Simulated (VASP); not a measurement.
# TaH in VASP: notebook, part 2 of 2

VASP 6.6.1. Earlier steps stand in the parts before.

### 3 Single point, PBE

File INCAR:

```
ALGO = Normal
EDIFF = 1E-6
ENCUT = 500
GGA = PE
GGA_COMPAT = False
ISIF = 2
ISMEAR = 0
LASPH = True
LCHARG = True
LELF = True
LREAL = False
LVHAR = True
LWAVE = False
NBANDS = 13
NELM = 120
PREC = Accurate
SIGMA = 0.1
```

File KPOINTS:

```
k-points
0
Gamma
  8 8 8
```

File POSCAR:

```
TaH
1.0
    0.0000000000      2.1583435675      2.1583435675
    2.1583435675      0.0000000000      2.1583435675
    2.1583435675      2.1583435675      0.0000000000
Ta H
1 1
Direct
    0.0000000000      0.0000000000      0.0000000000
    0.5000000000      0.5000000000      0.5000000000
```

Potentials or basis: VASP PAW PBE potentials, release 64 (Ta_pv, H).

The run is started by

```
$ cat potpaw_PBE.64/Ta_pv/POTCAR potpaw_PBE.64/H/POTCAR > POTCAR
$ mpirun -np 1 vasp_std > vasp.out
```

Run time: 17 s. Hardware: 1 thread of AMD EPYC 7R43 (Zen 3), shared host; peak memory 0.11 GiB.

The run converged. Its results:

- Free energy: -15.2932 eV
- Pressure: -0.9 GPa
- Band gap on the k mesh: zero (band 6 reaches 7.61 eV, above the bottom of band 7 at 5.57 eV)

Levels at points of the mesh, in eV from the Fermi level:
| k point | band 3 | band 4 | band 5 | band 6 | band 7 | band 8 | band 9 | band 10 |
| --- | --- | --- | --- | --- | --- | --- | --- | --- |
| (0.00, 0.00, 0.00) | -34.05 | -11.14 | -0.05 | -0.05 | -0.05 | 2.59 | 2.59 | 8.00 |
| (0.50, 0.00, 0.00) | -34.16 | -5.50 | -5.25 | -0.65 | -0.65 | 4.83 | 4.83 | 7.46 |
| (0.50, 0.50, 0.00) | -34.36 | -8.55 | -3.58 | 1.38 | 4.74 | 5.62 | 5.62 | 8.63 |

Caveat: spin-orbit coupling is left out, which moves the levels of the heavy elements.

### 4 Single point, PBE

This run uses another cell than the first one, of 10.14 Å³/atom, 1.008 times its volume.

File INCAR:

```
PREC     = Accurate       # precision mode
ENCUT    = 500            # plane-wave cutoff, eV
EDIFF    = 1E-6           # SCF threshold, eV
ISMEAR   = 0              # smearing method
SIGMA    = 0.2            # smearing width, eV
LREAL    = F              # projectors in reciprocal space
LASPH    = T              # aspherical terms in the spheres
NELM     = 120            # most SCF steps
ALGO     = Normal         # electronic algorithm
ISIF     = 2              # what is computed and relaxed
LWAVE    = F              # write WAVECAR
LCHARG   = T              # write CHGCAR
GGA      = PE             # functional
LELF     = T              # ELF
LVHAR    = T            
NBANDS   = 13             # bands
GGA_COMPAT= F
```

File KPOINTS:

```
regular mesh
0
Gamma
  6 6 6
```

File POSCAR:

```
TaH
1.0
    1.5598206188      0.9005628563      2.4060227571
   -1.5598206188      0.9005628563      2.4060227571
    0.0000000000     -1.8011257063      2.4060227595
Ta H
1 1
Direct
    0.5000000000      0.5000000000      0.5000000000
    0.0000000000      0.0000000000      0.0000000000
```

Potentials or basis: VASP PAW PBE potentials, release 64 (Ta_pv, H).

The run is started by

```
$ cat potpaw_PBE.64/Ta_pv/POTCAR potpaw_PBE.64/H/POTCAR > POTCAR
$ mpirun -np 1 vasp_std > vasp.out
```

OUTCAR:

```text
PREC = Accurate
   ENCUT = 500
   EDIFF = 1E-6
   ISMEAR = 0
   LREAL = F
   LASPH = T
   NELM = 120
   ISIF = 2
   GGA = PE

 ion  position               nearest neighbor table
   1  0.500  0.500  0.500-   2 2.17   2 2.17   2 2.17   2 2.17   2 2.17   2 2.17
   2  0.000  0.000  0.000-   1 2.17   1 2.17   1 2.17   1 2.17   1 2.17   1 2.17

  LATTYP: Found a trigonal (rhomboedric) cell.
 ALAT       =     3.0054948559
 COS(alpha) =     0.4612995586

  Lattice vectors:

 A1 = (   1.5598206188,   0.9005628563,   2.4060227571)
 A2 = (  -1.5598206188,   0.9005628563,   2.4060227571)
 A3 = (   0.0000000000,  -1.8011257063,   2.4060227595)

Analysis of symmetry for initial positions (statically):
=====================================================================
 Subroutine PRICEL returns:
 Original cell was already a primitive cell.

 Routine SETGRP: Setting up the symmetry group for a
 trigonal (rhombohedral) supercell.

 Subroutine GETGRP returns: Found 12 space group operations
 (whereof 12 operations were pure point group operations)
 out of a pool of 12 trial point group operations.

[... 167 lines left out ...]
 fundamental gap:      0.0758493739
 Fermi energy:         5.9953071704

 k-point     1 :       0.0000    0.0000    0.0000
  band No.  band energies     occupation
      1     -28.0249      2.00000
      2     -28.0249      2.00000
      3     -27.8911      2.00000
      4      -4.9295      2.00000
      5       5.7493      1.91804
      6       5.7493      1.91804
      7       6.7080      0.00000
      8       8.7330      0.00000
      9       8.7330      0.00000
     10      14.1487      0.00000
     11      17.7190      0.00000
     12      19.5927      0.00000
     13      19.5927      0.00000
[... 354 lines left out ...]
  band No.  band energies     occupation
      1     -28.6392      2.00000
      2     -28.4113      2.00000
      3     -28.2783      2.00000
      4      -1.5657      2.00000
      5       3.4219      2.00000
      6       5.6130      1.99314
      7       7.6850      0.00000
      8      11.5953      0.00000
      9      13.5357      0.00000
     10      13.8948      0.00000
     11      14.7459      0.00000
     12      14.9042      0.00000
     13      19.9652      0.00000

 [... further k-points ...]
[... 5 lines left out ...]
  --------------------------------------------------------------------------------------
  -------------------------------------------------------------------------------------
  Total       -0.0051465     -0.0051465      0.0332035     -0.0000000      0.0000000      0.0000000
  in kB       -0.4066176     -0.4066176      2.6233451     -0.0000000      0.0000000      0.0000000
  external PRESSURE =       0.6033700 kB  Pullay stress =       0.0000000 kB

 VOLUME and BASIS-vectors are now :
 -----------------------------------------------------------------------------
  energy-cutoff  :      500.00
  volume of cell :       20.28
      direct lattice vectors                 reciprocal lattice vectors
     1.559820619  0.900562856  2.406022757     0.320549680  0.185069444  0.138541222
    -1.559820619  0.900562856  2.406022757    -0.320549680  0.185069444  0.138541222
     0.000000000 -1.801125706  2.406022759     0.000000000 -0.370138888  0.138541222

 POSITION                                       TOTAL-FORCE (eV/Angst)
 -----------------------------------------------------------------------------------
      0.00000      0.00000      3.60903         0.000000     -0.000000      0.000000
      0.00000      0.00000      0.00000        -0.000000      0.000000     -0.000000
 -----------------------------------------------------------------------------------
    total drift:                               -0.000000      0.000000     -0.000000

  FREE ENERGIE OF THE ION-ELECTRON SYSTEM (eV)
  ---------------------------------------------------
  free  energy   TOTEN  =       -15.2929695499 eV

  energy  without entropy=      -15.2724465252  energy(sigma->0) =      -15.28270804
```

Run time: 15 s. Hardware: 1 thread of AMD EPYC 7R43 (Zen 3), shared host; peak memory 0.11 GiB.

Results:

```yaml
Free_energy: -15.2930 eV
Pressure: 0.1 GPa
Band_gap_on_the_k_mesh: zero (band 6 reaches 7.51 eV, above the bottom of band 7 at 5.22 eV)
```

Levels at points of the mesh, in eV from the Fermi level:
```csv
k point,band 3,band 4,band 5,band 6,band 7,band 8,band 9,band 10
"(0.00, 0.00, 0.00)",-33.89,-10.92,-0.25,-0.25,0.71,2.74,2.74,8.15
"(0.50, 0.00, 0.00)",-34.02,-5.44,-5.09,-0.85,0.05,4.46,5.07,7.73
"(0.50, 0.50, 0.00)",-34.21,-8.33,-3.40,1.52,4.70,5.60,5.80,8.22
"(0.50, 0.50, 0.50)",-34.16,-5.04,-4.94,-0.77,-0.77,5.15,5.15,7.30
```

Caveat: the k points lie up to 0.41 Å⁻¹ apart; spin-orbit coupling is left out, which moves the levels of the heavy elements.

### 5 Summary

| cell | k mesh | smearing | gap on the mesh (eV) | pressure (GPa) |
| --- | --- | --- | --- | --- |
| a = 3.052 Å, angles 60.0°, 2 atoms | 7 × 7 × 7 | gaussian 0.2 eV | none | 0.0 |
| a = 3.052 Å, angles 60.0°, 2 atoms | 8 × 8 × 8 | gaussian 0.1 eV | none | -0.9 |
| a = 3.005 Å, angles 62.5°, 2 atoms | 6 × 6 × 6 | gaussian 0.2 eV | none | 0.1 |

Alike in all rows: task single point; level PBE; potentials or basis VASP PAW PBE potentials, release 64 (Ta_pv, H); no spin polarisation; cutoff (eV) 500.

Caveats: some runs use coarse meshes; spin-orbit coupling is left out, which moves the levels of the heavy elements.

Absolute energies hang on the potentials; compare differences alone.
